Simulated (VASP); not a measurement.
Set up this calculation in VASP 6.6.1, as the native input.

| Quantity | Value |
| --- | --- |
| Task | single point |
| Functional | PBE |
| Potentials or basis | VASP PAW PBE potentials, release 64 (Ag, Cl) |
| Cutoff | 520 eV |
| k mesh | 6 × 6 × 4 |
| Occupations | gaussian, width 0.01 eV |
| Spin | no spin polarisation |
| Dipole correction | no |
| Further INCAR settings | ALGO = Normal; EDIFF = 1e-06; NBANDS = 26 |

The structure of AgCl lies in POSCAR:

```
AgCl
1.0
    4.0425720405      0.0000000000      0.2010397171
    0.0000000000      4.0464260291      0.0000000000
   -0.2800493479      0.0000000000      5.7138241376
Ag Cl
2 2
Direct
    0.2503409233      0.2500000000      0.2503830942
    0.7496590767      0.7500000000      0.7496169058
    0.7499411149      0.7500000000      0.2497124012
    0.2500588851      0.2500000000      0.7502875988
```

The input as run:

INCAR

```
SYSTEM = AgCl
ALGO = Normal
EDIFF = 1E-6
ENCUT = 520
GGA = PE
ISIF = 2
ISMEAR = 0
LASPH = .True.
LCHARG = .False.
LREAL = .False.
LWAVE = .False.
NBANDS = 26
NELM = 100
PREC = Accurate
SIGMA = 0.01
```

KPOINTS

```
k-points
0
Gamma
  6 6 4
  0 0 0
```

Potentials or basis: VASP PAW PBE potentials, release 64 (Ag, Cl).

Run with:

```console
$ cat potpaw_PBE.64/Ag/POTCAR potpaw_PBE.64/Cl/POTCAR > POTCAR
$ mpirun -np 1 vasp_std > vasp.out
```

It gave:

```yaml
Pressure: -2.2 GPa
Largest_force: 0.003 eV/Å
Band_gap_on_the_k_mesh: 0.95 eV
```

Wall time 68 s on 1 thread of Intel(R) Xeon(R) Platinum 8488C (Sapphire Rapids), on a shared host, peak memory 0.26 GiB.
